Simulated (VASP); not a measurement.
# InSe: single point with LDA

**What was measured.**

“The Interaction of Hydrogen with the van der Waals Crystal γ-InSe”, 2020, pmc:7321205 reports, for a bulk crystal of InSe at 300 K: band gap 1.25 eV.

The system is InSe.

```
In Se
1.0
     2.00000    1.15470    8.44000
    -2.00000    1.15470    8.44000
     0.00000   -2.30940    8.44000
In Se
2 2
Direct
  0.88860 0.88860 0.88860
  0.00000 0.00000 0.00000
  0.17151 0.17151 0.17151
  0.38350 0.38350 0.38350
```

```
Program                : VASP 6.6.1
Task                   : single point
Functional             : LDA
Potentials or basis    : VASP PAW LDA potentials, release 64 (In_d, Se)
Cutoff                 : 520 eV
k mesh                 : 8 × 8 × 8
Occupations            : gaussian, width 0.02 eV
Spin                   : no spin polarisation
Dipole correction      : no
Further INCAR settings : ALGO = Normal; EDIFF = 1e-06; NBANDS = 27
```

The pressure is -1.5 GPa and the largest force is 0.235 eV/Å. The band gap on the k mesh is 0.23 eV, direct.

Forces in eV/Å, atoms in the order of the input:
```
In   0.000  0.000  0.192
In   0.000  0.000 -0.235
Se   0.000  0.000  0.098
Se   0.000  0.000 -0.055
```

Stress tensor (GPa, compression positive):
```
-1.06  0.00  0.00
 0.00 -1.06  0.00
 0.00  0.00 -2.27
```

Levels at points of the mesh, in eV from the valence-band top:
```csv
k point,band 15,band 16,band 17,band 18,band 19,band 20,band 21,band 22,band 23,band 24
"(0.00, 0.00, 0.00)",-1.59,-1.30,-1.30,-1.20,-1.20,1.58,1.93,4.31,4.31,5.05
"(0.50, 0.00, 0.00)",-3.49,-2.41,-2.34,-2.23,-1.69,1.09,1.84,3.51,3.88,4.74
"(0.50, 0.50, 0.00)",-3.25,-2.67,-2.50,-2.04,-1.53,1.03,1.89,3.17,3.50,4.32
"(0.50, 0.50, 0.50)",-1.36,-1.36,-1.12,-1.12,0.00,0.23,2.00,4.23,4.23,5.51
```

Run time: 8 min on 1 thread of AMD EPYC 9R45 (Zen 5), with other jobs on the host, peak memory 0.55 GiB.

Measured gap of InSe: 1.25 eV (300 K; “The Interaction of Hydrogen with the van der Waals Crystal γ-InSe”, 2020, pmc:7321205). This calculation gives 0.23 eV (-1.02 eV). So large a miss can be the level of theory's own, or it may mean another phase, state or a wrong row. Spin-orbit coupling on In, Se is left out. The value is that of LDA on a finite k mesh, which can miss the band edges, without temperature or zero-point motion. Semilocal functionals fall short of measured gaps as a rule.

Caveat: spin-orbit coupling is left out, which moves the levels of the heavy elements.
